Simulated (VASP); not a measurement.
SnO:

```xyz
4
Lattice="3.4950 0.0000 0.0000 -1.7475 3.0267 0.0000 0.0000 0.0000 5.7504" Properties=species:S:1:pos:R:3 pbc="T T T"
Sn    0.0000    2.0178    2.1457
Sn    1.7475    1.0089    5.0208
O     0.0000    2.0178    0.0000
O     1.7475    1.0089    2.8752
```

```yaml
Program: VASP 6.6.1
Task: relaxation of cell and atoms
Functional: PBE
Potentials_or_basis: VASP PAW PBE potentials, release 64 (Sn_d, O_h)
Cutoff: 910 eV
k_mesh: 6 × 6 × 4
Occupations: gaussian, width 0.1 eV
Spin: no spin polarisation
```

At the start: pressure 35.7 GPa; volume 15.21 Å³/atom.

Question: Where does the relaxation end?

Answer: Over 3 steps the energy falls by 449.5 meV/atom and the volume is 20.04 Å³/atom (+31.8 %); space group P6_3mc (No. 186, to 0.1 Å) before and after.

Step by step:
| step | energy change (eV) | largest force (eV/Å) | pressure (GPa) | volume (Å³) |
| --- | --- | --- | --- | --- |
| 1 | 0.0000 | 0.2647 | 35.69 | 60.83 |
| 2 | -1.1043 | 0.0805 | -12.67 | 95.78 |
| 3 | -1.7980 | 0.0182 | -0.18 | 80.17 |

Final structure:
```cif
data_structure
_symmetry_space_group_name_H-M 'P 1'
_symmetry_Int_Tables_number 1
_cell_length_a 3.8169
_cell_length_b 3.8169
_cell_length_c 6.3541
_cell_angle_alpha 90.000
_cell_angle_beta 90.000
_cell_angle_gamma 120.000
_cell_volume 80.17
loop_
_atom_site_label
_atom_site_type_symbol
_atom_site_fract_x
_atom_site_fract_y
_atom_site_fract_z
_atom_site_occupancy
Sn1 Sn 0.33333 0.66667 0.37169 1
Sn2 Sn 0.66667 0.33333 0.87169 1
O1 O 0.33333 0.66667 0.00145 1
O2 O 0.66667 0.33333 0.50145 1
```

Caveat: the cutoff is under 1.25 times the usual one of these potentials, so pressure, stress and relaxed cells hold a basis-set (Pulay) error; the volume moved by over 15 % at a fixed basis, so the end points are rough.
